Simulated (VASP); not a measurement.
# TiAl (P-6m2) in VASP: a series of runs

Runs on TiAl. Level: PBEsol. Tasks: single point.

All numbers are computed with VASP 6.6.1; they aren't measurements. Logs are shortened: lines on timing, memory, paths and dates and some standing lists are left out, and cuts for length are marked.

### 1 The cell of the first run

Symmetry: P-6m2, No. 187, hexagonal system. The conventional cell has a = 2.876 Å, b = 2.876 Å, c = 4.742 Å, α = 90.00°, β = 90.00°, γ = 120.00°. Within 3.8 Å of Ti (site symmetry -6m2) lie 6 Ti at 2.88 Å and 6 Al at 2.89 Å. Al (site symmetry -6m2) has 6 Al at 2.88 Å and 6 Ti at 2.89 Å within 3.8 Å.

### 2 Single point, PBEsol

File INCAR:

```
  PREC = Accurate
  ENCUT = 520
  EDIFF = 1E-6
  ISMEAR = 0
  SIGMA = 0.15
  LREAL = F
  LASPH = T
  NELM = 80
  ALGO = Fast
  ISIF = 2
  LWAVE = F
  LCHARG = F
  GGA = PS
  NBANDS = 14
```

File KPOINTS:

```
regular mesh
0
Gamma
  18 18 10
```

File POSCAR:

```
TiAl
1.0
    2.8760000000      0.0000000000      0.0000000000
   -1.4380000000      2.4906890613      0.0000000000
    0.0000000000      0.0000000000      4.7424000000
Ti Al
1 1
Direct
    0.0000000000      0.0000000000      0.0000000000
    0.3333333333      0.6666666667      0.5000000000
```

Potentials or basis: VASP PAW PBE potentials, release 64 (Ti_sv, Al).

The run is started by

```console
$ cat potpaw_PBE.64/Ti_sv/POTCAR potpaw_PBE.64/Al/POTCAR > POTCAR
$ mpirun -np 1 vasp_std > vasp.out
```

OUTCAR:

```text
PREC = Accurate
   ENCUT = 520
   EDIFF = 1E-6
   ISMEAR = 0
   LREAL = F
   LASPH = T
   NELM = 80
   ISIF = 2
   GGA = PS

 ion  position               nearest neighbor table
   1  0.000  0.000  0.000-   2 2.89   2 2.89   2 2.89   2 2.89   2 2.89   2 2.89
   2  0.333  0.667  0.500-   1 2.89   1 2.89   1 2.89   1 2.89   1 2.89   1 2.89

  LATTYP: Found a hexagonal cell.
 ALAT       =     2.8760000000
 C/A-ratio  =     1.6489568846

  Lattice vectors:

 A1 = (   2.8760000000,   0.0000000000,   0.0000000000)
 A2 = (  -1.4380000000,   2.4906890613,   0.0000000000)
 A3 = (   0.0000000000,   0.0000000000,   4.7424000000)

Analysis of symmetry for initial positions (statically):
=====================================================================
 Subroutine PRICEL returns:
 Original cell was already a primitive cell.

 Routine SETGRP: Setting up the symmetry group for a
 hexagonal supercell.

 Subroutine GETGRP returns: Found 12 space group operations
 (whereof 12 operations were pure point group operations)
 out of a pool of 24 trial point group operations.

The static configuration has the point symmetry D_3h.

Analysis of symmetry for dynamics (positions and initial velocities):
=====================================================================
 Subroutine PRICEL returns:
 Original cell was already a primitive cell.

 Routine SETGRP: Setting up the symmetry group for a
 hexagonal supercell.

 Subroutine GETGRP returns: Found 12 space group operations
 (whereof 12 operations were pure point group operations)
 out of a pool of 24 trial point group operations.

The dynamic configuration has the point symmetry D_3h.

 Subroutine INISYM returns: Found 12 space group operations
 (whereof 12 operations are pure point group operations),
 and found     1 'primitive' translations

----------------------------------------------------------------------------------------

                                     Primitive cell

  volume of cell :      33.9709

  direct lattice vectors                    reciprocal lattice vectors
     2.876000000  0.000000000  0.000000000     0.347705146  0.200747660  0.000000000
    -1.438000000  2.490689061  0.000000000     0.000000000  0.401495319  0.000000000
     0.000000000  0.000000000  4.742400000     0.000000000  0.000000000  0.210863698

  length of vectors
     2.876000000  2.876000000  4.742400000     0.401495319  0.401495319  0.210863698

  position of ions in fractional coordinates (direct lattice)
     0.000000000  0.000000000  0.000000000
     0.333333333  0.666666667  0.500000000

  ion indices of the primitive-cell ions
   primitive index   ion index
                 1           1
                 2           2

----------------------------------------------------------------------------------------

 KPOINTS: regular mesh

Automatic generation of k-mesh.
 Grid dimensions read from file:
 generate k-points for:   18   18   10

 Generating k-lattice:

  Cartesian coordinates                     Fractional coordinates (reciprocal lattice)
     0.019316953  0.011152648  0.000000000     0.055555556  0.000000000  0.000000000
     0.000000000  0.022305296  0.000000000     0.000000000  0.055555556  0.000000000
     0.000000000  0.000000000  0.021086370     0.000000000  0.000000000  0.100000000

  Length of vectors
     0.022305296  0.022305296  0.021086370

  Shift w.r.t. Gamma in fractional coordinates (k-lattice)
     0.000000000  0.000000000  0.000000000

 Subroutine IBZKPT returns following result:
 ===========================================

 Found    222 irreducible k-points:

 Following reciprocal coordinates:
            Coordinates               Weight
  0.000000  0.000000  0.000000      1.000000
  0.055556  0.000000  0.000000      6.000000
  0.111111  0.000000  0.000000      6.000000
  0.166667  0.000000  0.000000      6.000000
  0.222222  0.000000  0.000000      6.000000
  0.277778  0.000000  0.000000      6.000000
[... 16 lines left out ...]
  0.333333  0.111111  0.000000     12.000000
  0.388889  0.111111  0.000000     12.000000
 [... further k-points ...]
   k-points           NKPTS =    222   k-points in BZ     NKDIM =    222   number of bands    NBANDS=     14
   number of dos      NEDOS =    301   number of ions     NIONS =      2
   total plane-waves  NPLWV =  20736
   dimension x,y,z NGX =    24 NGY =   24 NGZ =   36
   dimension x,y,z NGXF=    48 NGYF=   48 NGZF=   72
   ions per type =               1   1
   NGX,Y,Z   is equivalent  to a cutoff of  13.87, 13.87, 12.62 a.u.
   NGXF,Y,Z  is equivalent  to a cutoff of  27.75, 27.75, 25.24 a.u.
 SYSTEM =  unknown system
   PREC   = accura    normal or accurate (medium, high low for compatibility)
   ISTART =      0    job   : 0-new  1-cont  2-samecut
   ICHARG =      2    charge: 1-file 2-atom 10-const
   ISPIN  =      1    spin polarized calculation?
   LNONCOLLINEAR =      F non collinear calculations
   LSORBIT =      F    spin-orbit coupling
   LASPH  =      T    aspherical Exc in radial PAW
   ENCUT  =  520.0 eV  38.22 Ry    6.18 a.u.   5.35  5.35  8.82*2*pi/ulx,y,z
   NELM   =     80;   NELMIN=  2; NELMDL= -5     # of ELM steps
   EDIFF  = 0.1E-05   stopping-criterion for ELM
   LREAL  =      F    real-space projection
   EDIFFG = 0.1E-04   stopping-criterion for IOM
   NSW    =      0    number of steps for IOM
   IBRION =     -1    ionic relax: 0-MD 1-quasi-New 2-CG
   NFREE  =      0    steps in history (QN), initial steepest desc. (CG)
   ISIF   =      2    stress and relaxation
   ISYM   =      2    0-nonsym 1-usesym 2-fastsym
   POTIM  = 0.5000    time-step for ionic-motion
   TEBEG  =    0.0;   TEEND  =   0.0 temperature during run
   PSTRESS=    0.0 pullay stress
   NELECT =      15.0000    total number of electrons
   NUPDOWN=      -1.0000    fix difference up-down
   EMIN   =  10.00;   EMAX   =-10.00  energy-range for DOS
   EFERMI =   0.00;   METHOD = LEGACY
   ISMEAR =     0;   SIGMA  =   0.15  broadening in eV -4-tet -1-fermi 0-gaus
   EFERMI_NEDOS =   21; number of points for ismear=-14 and -15
   IALGO  =     68    algorithm
   IMIX   =      4    mixing-type and parameters
     AMIX     =   0.40;   BMIX     =  1.00
     AMIX_MAG =   1.60;   BMIX_MAG =  1.00
  volume/ion in A,a.u.               =      16.99       114.62
  Fermi-wavevector in a.u.,A,eV,Ry     =   1.246627  2.355783 21.144513  1.554078
  Thomas-Fermi vector in A             =   2.380795
   LORBIT       =      0    0 simple, 1 ext, 2 COOP (PROOUT), +10 PAW based schemes
   GGA     = PS    functional components
   LHFCALC =     F    Hartree Fock is set to
   AEXX    =    0.0000 exact exchange contribution
   IVDW    =     0    specifies the selected vdW correction
   LEPSILON=     F    determine dielectric tensor
   LRPA    =     F    only Hartree local field effects (RPA)
 non-spin polarized calculation
 RMM-DIIS sequential band-by-band and
 Gauss-broadening in eV      SIGMA  =   0.15
  energy-cutoff  :      520.00
  volume of cell :       33.97
 maximum number of plane-waves:       936
 NGX is ok and might be reduce to    24
   NGX = 11   NGY = 11   NGZ = 17

 number of electron      14.9999998 magnetization

 Free energy of the ion-electron system (eV)
  ---------------------------------------------------
  ext. energy  EPLUGINS =         0.00000000
  ---------------------------------------------------
  free energy    TOTEN  =       -12.92014142 eV

  energy without entropy =      -12.89252356  energy(sigma->0) =      -12.90633249

 E-fermi :   7.5855     XC(G=0): -10.9482

 val. band max:        7.5851079147   @ k =   0.3333   0.3333   0.3000
 cond. band min:       7.5879343232   @ k =   0.3333   0.3333   0.2000
 fundamental gap:      0.0028264085
 Fermi energy:         7.5854639350

 k-point     1 :       0.0000    0.0000    0.0000
  band No.  band energies     occupation
      1     -48.7525      2.00000
      2     -25.1722      2.00000
      3     -24.7559      2.00000
      4     -24.7559      2.00000
      5      -1.2646      2.00000
      6       5.2553      2.00000
      7       5.6883      2.00000
      8       8.8436      0.00000
      9       8.8436      0.00000
     10      10.3066      0.00000
     11      10.3066      0.00000
     12      11.2575      0.00000
     13      20.4124      0.00000
     14      20.4124      0.00000

 k-point     2 :       0.0556    0.0000    0.0000
  band No.  band energies     occupation
      1     -48.7498      2.00000
      2     -25.1695      2.00000
      3     -24.7734      2.00000
      4     -24.7599      2.00000
      5      -1.1883      2.00000
      6       5.3398      2.00000
      7       5.7011      2.00000
      8       8.7708      0.00000
      9       8.9057      0.00000
     10      10.2857      0.00000
     11      10.3195      0.00000
     12      11.2761      0.00000
     13      19.0832      0.00000
     14      19.6246      0.00000

 k-point     3 :       0.1111    0.0000    0.0000
  band No.  band energies     occupation
      1     -48.7418      2.00000
      2     -25.1616      2.00000
      3     -24.8238      2.00000
      4     -24.7713      2.00000
      5      -0.9608      2.00000
      6       5.5834      2.00000
      7       5.7379      2.00000
      8       8.5712      0.00000
      9       9.0881      0.00000
     10      10.2259      0.00000
     11      10.3618      0.00000
     12      11.3284      0.00000
     13      17.2369      0.00000
     14      18.7021      0.00000
[... 324 lines left out ...]
 k-point    23 :       0.3333    0.1111    0.0000
  band No.  band energies     occupation
      1     -48.6672      2.00000
      2     -25.2428      2.00000
      3     -25.0882      2.00000
      4     -24.9093      2.00000
      5       2.4649      2.00000
      6       6.1505      2.00000
      7       6.4285      2.00000
      8       7.1438      1.99997
      9       9.2716      0.00000
     10      10.3500      0.00000
     11      11.5284      0.00000
     12      11.7613      0.00000
     13      12.7573      0.00000
     14      13.8175      0.00000

 k-point    24 :       0.3889    0.1111    0.0000
  band No.  band energies     occupation
      1     -48.6595      2.00000
      2     -25.2839      2.00000
      3     -25.0807      2.00000
      4     -24.9237      2.00000
      5       3.4292      2.00000
      6       5.6759      2.00000
      7       6.2073      2.00000
      8       6.8322      2.00000
      9       9.1522      0.00000
     10      10.5824      0.00000
     11      11.5031      0.00000
     12      12.0938      0.00000
     13      13.0154      0.00000
     14      13.9064      0.00000

 [... further k-points ...]
[... 5 lines left out ...]
  --------------------------------------------------------------------------------------
  -------------------------------------------------------------------------------------
  Total       -0.8224176     -0.8224176     -1.4611288      0.0000000      0.0000000     -0.0000000
  in kB      -38.7879121    -38.7879121    -68.9116278      0.0000000      0.0000000     -0.0000000
  external PRESSURE =     -48.8291506 kB  Pullay stress =       0.0000000 kB

 VOLUME and BASIS-vectors are now :
 -----------------------------------------------------------------------------
  energy-cutoff  :      520.00
  volume of cell :       33.97
      direct lattice vectors                 reciprocal lattice vectors
     2.876000000  0.000000000  0.000000000     0.347705146  0.200747660  0.000000000
    -1.438000000  2.490689061  0.000000000     0.000000000  0.401495319  0.000000000
     0.000000000  0.000000000  4.742400000     0.000000000  0.000000000  0.210863698

 POSITION                                       TOTAL-FORCE (eV/Angst)
 -----------------------------------------------------------------------------------
      0.00000      0.00000      0.00000        -0.000000     -0.000000      0.000000
     -0.00000      1.66046      2.37120         0.000000      0.000000      0.000000
 -----------------------------------------------------------------------------------
    total drift:                                0.000000     -0.000000      0.000000

  FREE ENERGIE OF THE ION-ELECTRON SYSTEM (eV)
  ---------------------------------------------------
  free  energy   TOTEN  =       -12.9201414169 eV

  energy  without entropy=      -12.8925235615  energy(sigma->0) =      -12.90633249
```

Wall time 2.1 min (1 thread of Intel Xeon Platinum 8488C (Sapphire Rapids), shared host); peak memory 0.24 GiB.

Results:

| Quantity | Value |
| --- | --- |
| Free energy | -12.9201 eV |
| Pressure | -4.9 GPa |

Caveat: the PAW data sets were made with another functional, which shifts forces and pressure a little.

### 3 Single point, PBEsol

This run uses another cell than the first one, of 17.08 Å³/atom, 1.006 times its volume.

File INCAR:

```
SYSTEM = TiAl
PREC = Accurate
ENCUT = 520
EDIFF = 1E-6
ISMEAR = 0
SIGMA = 0.15
LREAL = .False.
LASPH = .True.
NELM = 80
ALGO = Fast
ISIF = 2
LWAVE = .False.
LCHARG = .False.
GGA = PS
NBANDS = 14
```

File KPOINTS:

```
Automatic mesh
0
Gamma
  18 18 10
  0 0 0
```

File POSCAR:

```
TiAl
1.0
    2.8475477334      0.0000000000      0.0000000000
   -1.4237738667      2.4660486756      0.0000000000
    0.0000000000      0.0000000000      4.8655000000
Ti Al
1 1
Direct
    0.0000000000      0.0000000000      0.0000000000
    0.3333333333      0.6666666667      0.5000000000
```

Potentials or basis: VASP PAW PBE potentials, release 64 (Ti_sv, Al).

The run is started by

```console
$ cat potpaw_PBE.64/Ti_sv/POTCAR potpaw_PBE.64/Al/POTCAR > POTCAR
$ mpirun -np 1 vasp_std > vasp.out
```

OUTCAR:

```text
SYSTEM = TiAl
   PREC = Accurate
   ENCUT = 520
   EDIFF = 1E-6
   ISMEAR = 0
   LREAL = .False.
   LASPH = .True.
   NELM = 80
   ISIF = 2
   GGA = PS

 ion  position               nearest neighbor table
   1  0.000  0.000  0.000-   2 2.94   2 2.94   2 2.94   2 2.94   2 2.94   2 2.94
   2  0.333  0.667  0.500-   1 2.94   1 2.94   1 2.94   1 2.94   1 2.94   1 2.94

  LATTYP: Found a hexagonal cell.
 ALAT       =     2.8475477334
 C/A-ratio  =     1.7086631922

  Lattice vectors:

 A1 = (   2.8475477334,   0.0000000000,   0.0000000000)
 A2 = (  -1.4237738667,   2.4660486756,   0.0000000000)
[... 588 lines left out ...]
     11      11.3805      0.00000
     12      11.9076      0.00000
     13      12.9634      0.00000
     14      13.8918      0.00000

 [... further k-points ...]
[... 5 lines left out ...]
  --------------------------------------------------------------------------------------
  -------------------------------------------------------------------------------------
  Total       -0.5927689     -0.5927689     -2.3292268      0.0000000     -0.0000000      0.0000000
  in kB      -27.7968698    -27.7968698   -109.2250416      0.0000000     -0.0000000      0.0000000
  external PRESSURE =     -54.9395937 kB  Pullay stress =       0.0000000 kB

 VOLUME and BASIS-vectors are now :
 -----------------------------------------------------------------------------
  energy-cutoff  :      520.00
  volume of cell :       34.17
      direct lattice vectors                 reciprocal lattice vectors
     2.847547733  0.000000000  0.000000000     0.351179363  0.202753500  0.000000000
    -1.423773867  2.466048676  0.000000000     0.000000000  0.405507000  0.000000000
     0.000000000  0.000000000  4.865500000     0.000000000  0.000000000  0.205528723

 POSITION                                       TOTAL-FORCE (eV/Angst)
 -----------------------------------------------------------------------------------
      0.00000      0.00000      0.00000        -0.000000      0.000000      0.000000
     -0.00000      1.64403      2.43275         0.000000      0.000000      0.000000
 -----------------------------------------------------------------------------------
    total drift:                                0.000000     -0.000000      0.000000

  FREE ENERGIE OF THE ION-ELECTRON SYSTEM (eV)
  ---------------------------------------------------
  free  energy   TOTEN  =       -12.8858570134 eV

  energy  without entropy=      -12.8609594244  energy(sigma->0) =      -12.87340822
```

OSZICAR:

```text
N       E                     dE             d eps       ncg     rms          rms(c)
DAV:   1     0.988706958889E+02    0.98871E+02   -0.71026E+03  6228   0.107E+03
DAV:   2    -0.850841764570E+01   -0.10738E+03   -0.10327E+03  6426   0.297E+02
DAV:   3    -0.142788898891E+02   -0.57705E+01   -0.56305E+01  9462   0.663E+01
[... 21 lines left out ...]
RMM:  25    -0.128858524065E+02   -0.17306E-05   -0.26612E-05  7442   0.247E-02    0.836E-03
RMM:  26    -0.128858539791E+02   -0.15726E-05   -0.20515E-05  6908   0.190E-02    0.590E-03
RMM:  27    -0.128858554123E+02   -0.14332E-05   -0.13922E-05  6649   0.163E-02    0.867E-03
RMM:  28    -0.128858564204E+02   -0.10081E-05   -0.11153E-05  6385   0.134E-02    0.890E-03
RMM:  29    -0.128858570134E+02   -0.59303E-06   -0.75223E-06  5834   0.108E-02
   1 F= -.12885857E+02 E0= -.12873408E+02  d E =-.248976E-01
```

stdout:

```text
POSCAR found type information on POSCAR TiAl
 POSCAR found :  2 types and       2 ions
 scaLAPACK will be used
 -----------------------------------------------------------------------------
|                                                                             |
|                                                                             |
|     You enforced a specific xc type in the INCAR file but a different       |
|     I HOPE YOU KNOW WHAT YOU ARE DOING!                                     |
|                                                                             |
 -----------------------------------------------------------------------------

 LDA part: xc-table for (Slater+PW92), standard interpolation
 POSCAR, INCAR and KPOINTS ok, starting setup
 FFT: planning ... GRIDC
 FFT: planning ... GRID_SOFT
 FFT: planning ... GRID
 WAVECAR not read
 entering main loop
WARNING in EDDRMM: call to ZHEGV failed, returncode =   8  4     14
WARNING in EDDRMM: call to ZHEGV failed, returncode =   6  3      6
WARNING in EDDRMM: call to ZHEGV failed, returncode =   6  3      6
```

Run time: 2.5 min. Hardware: 1 thread of Intel Xeon Platinum 8488C (Sapphire Rapids), shared host; peak memory 0.23 GiB.

Results:

```
Free energy : -12.8859 eV
Pressure    : -5.5 GPa
```

Stress tensor (GPa, compression positive):
```
 -2.78   0.00   0.00
  0.00  -2.78   0.00
  0.00   0.00 -10.92
```

Caveat: the PAW data sets were made with another functional, which shifts forces and pressure a little.
